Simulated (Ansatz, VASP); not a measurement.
# CoSi in VASP and in Ansatz

File POSCAR:

```
CoSi
1.0
    0.0000000000      2.2923918786      2.2923918786
    2.2923918786      0.0000000000      2.2923918786
    2.2923918786      2.2923918786      0.0000000000
Co Si
1 1
Direct
    0.0000000000      0.0000000000      0.0000000000
    0.5000000000      0.5000000000      0.5000000000
```

The input INCAR.step1:

```
  PREC = Accurate
  ENCUT = 660
  ISMEAR = -1
  SIGMA = 0.1
  LREAL = False
  LASPH = True
  NELM = 120
  GGA = PE
  ALGO = Normal
  EDIFF = 1E-5
  LWAVE = True
  LCHARG = False
  GGA_COMPAT = False
  IBRION = 2
  ISIF = 3
  EDIFFG = -0.005
  NELMIN = 4
  NSW = 100
```

INCAR.step2

```
  PREC = Accurate
  ENCUT = 660
  EDIFF = 1E-7
  ISMEAR = -1
  SIGMA = 0.1
  LREAL = False
  LASPH = True
  NELM = 120
  ALGO = Normal
  ISIF = 3
  LWAVE = False
  LCHARG = False
  METAGGA = R2SCAN
  LMIXTAU = True
  IBRION = 2
  NSW = 60
  EDIFFG = -0.005
  ISTART = 1
  GGA_COMPAT = False
  NELMIN = 4
```

KPOINTS

```
Automatic mesh
0
Gamma
  14 14 14
```

Input for Ansatz:

```yaml
crystal:
  lattice:
    - [0.0, 2.2923918786, 2.2923918786]
    - [2.2923918786, 0.0, 2.2923918786]
    - [2.2923918786, 2.2923918786, 0.0]
  atoms:
    - { symbol: Co, position: [0.0, 0.0, 0.0] }
    - { symbol: Si, position: [0.5, 0.5, 0.5] }
kpoints:
  mp_grid: { grid: [14, 14, 14] }
scf:
  occupations: { method: fermi_dirac, width: 0.1 }
hamiltonian:
  xc: r2scan
  pseudopotentials: { kind: paw }
output:
  forces: true
  stress: true
relax:
  f_tol: 0.005
  max_steps: 40
  cell: {}
```

Alike in both runs: task relaxation of cell and atoms; functional r2SCAN; k mesh 14 × 14 × 14; occupations fermi-dirac, width 0.1 eV; no spin polarisation.

|  | VASP | Ansatz |
| --- | --- | --- |
| version | VASP 6.6.1 | Ansatz 0.2.0 |
| potentials or method | VASP PAW PBE potentials, release 64 (Co, Si) | PAW with Ansatz's default frozen-core files, scalar-relativistic |
| plane-wave cutoff (eV) | 660 | 500 |
| valence electrons in the cell | 13 | 21 |

|  | VASP | Ansatz | Ansatz less VASP |
| --- | --- | --- | --- |
| relaxed volume (Å³/atom) | 12.41 | 12.41 | -0.002 |
| relaxed cell length with the largest relative difference (Å) | 3.274 | 3.274 | -0.0001 |

VASP's potentials were made for PBE, not for r2SCAN. VASP's potentials hold 13 valence electrons a cell and Ansatz's 21, so a difference there can come from the potentials and not from the codes.
